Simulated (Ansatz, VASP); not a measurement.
## Rh in VASP and in Ansatz

File INCAR:

```
PREC     = Accurate       # precision mode
ENCUT    = 600            # plane-wave cutoff, eV
EDIFF    = 1E-7           # SCF threshold, eV
ISMEAR   = 1              # smearing method
SIGMA    = 0.1            # smearing width, eV
LREAL    = F              # projectors in reciprocal space
LASPH    = T              # aspherical terms in the spheres
NELM     = 80             # most SCF steps
ALGO     = Fast           # electronic algorithm
ISIF     = 3              # what is computed and relaxed
LWAVE    = F              # write WAVECAR
LCHARG   = F              # write CHGCAR
GGA      = PE             # functional
IBRION   = 2              # ionic algorithm
NSW      = 80             # ionic steps
EDIFFG   = -0.01          # ionic threshold
```

Contents of KPOINTS:

```
regular mesh
0
Gamma
  18 18 10
```

File POSCAR:

```
Rh
1.0
    2.7013707151      0.0000000000      0.0000000000
   -1.3506853575      2.3394556643      0.0000000000
    0.0000000000      0.0000000000      4.3717383555
Rh
2
Direct
    0.3333333333      0.6666666667      0.2500000000
    0.6666666667      0.3333333333      0.7500000000
```

Input for Ansatz:

```yaml
crystal:
  lattice:
    - [2.7013707151, 0.0, 0.0]
    - [-1.3506853575, 2.3394556643, 0.0]
    - [0.0, 0.0, 4.3717383555]
  atoms:
    - { symbol: Rh, position: [0.3333333333, 0.6666666667, 0.25] }
    - { symbol: Rh, position: [0.6666666667, 0.3333333333, 0.75] }
basis:
  ecutwfc: "51.4 Ry"
kpoints:
  mp_grid: { grid: [18, 18, 10] }
hamiltonian:
  xc: pbe
scf:
  occupations: { method: cold, width: 0.025 }
output:
  forces: true
  eigenvalues: true
  stress: true
relax:
  adjacent_minimum: "off"
  f_tol: 0.01
  max_steps: 60
  cell: { stress_tol: 0.1 }
```

Alike in both runs: task relaxation of cell and atoms; functional PBE; k mesh 18 × 18 × 10; no spin polarisation.

|  | VASP | Ansatz |
| --- | --- | --- |
| version | VASP 6.6.1 | Ansatz 0.2.0 |
| potentials or method | VASP PAW PBE potentials, release 64 (Rh_pv), cutoff 600 eV | scalar-relativistic, plane waves, PAW |
| occupations | methfessel-paxton of order 1, width 0.1 eV | cold, width 0.025 eV |
| valence electrons in the cell | 30 | 34 |

Ansatz gave:

* gap on the k mesh at the Fermi level, each at its own relaxed structure (eV): none
* relaxed volume (Å³/atom): 14.09
* relaxed cell length with the largest relative difference (Å): 4.375

**Question.** Which values does VASP return?

**Answer.** gap on the k mesh at the Fermi level, each at its own relaxed structure (eV): none; relaxed volume (Å³/atom): 14.09; relaxed cell length with the largest relative difference (Å): 4.382.

A gap of «none» marks a metal or a gap that the smearing closes. VASP's potentials hold 30 valence electrons a cell and Ansatz's 34, so a difference there can come from the potentials and not from the codes.
